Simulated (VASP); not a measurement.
P, 2 atoms in the cell. The structure is tetragonal, space group I4_1/amd (No. 141). Conventional cell: a = 3.712 Å, b = 3.712 Å, c = 1.967 Å, α = 90.00°, β = 90.00°, γ = 90.00°. Within 2.5 Å of P (site symmetry -4m2) lie 10 P at 1.92 to 2.37 Å. 

* Program: VASP 6.6.1
* Task: single point
* Functional: PBE
* Potentials or basis: VASP PAW PBE potentials, release 64 (P)
* Cutoff: 520 eV
* k mesh: 18 × 18 × 18
* Occupations: fermi-dirac, width 0.1 eV
* Spin: no spin polarisation
* Dipole correction: no
* Further INCAR settings: ALGO = Normal; EDIFF = 1e-06; NBANDS = 12

Potentials or basis: VASP PAW PBE potentials, release 64 (P).

Run with:

```console
$ cat potpaw_PBE.64/P/POTCAR > POTCAR
$ mpirun -np 1 vasp_std > vasp.out
```

Hardware: 1 thread of Intel Xeon 8259CL (shared host).

Estimate the wall time of this run.

It took 93 s on 1 thread of Intel Xeon 8259CL, on a shared host, peak memory 0.18 GiB. Counts: scf iterations 10, k points 480.
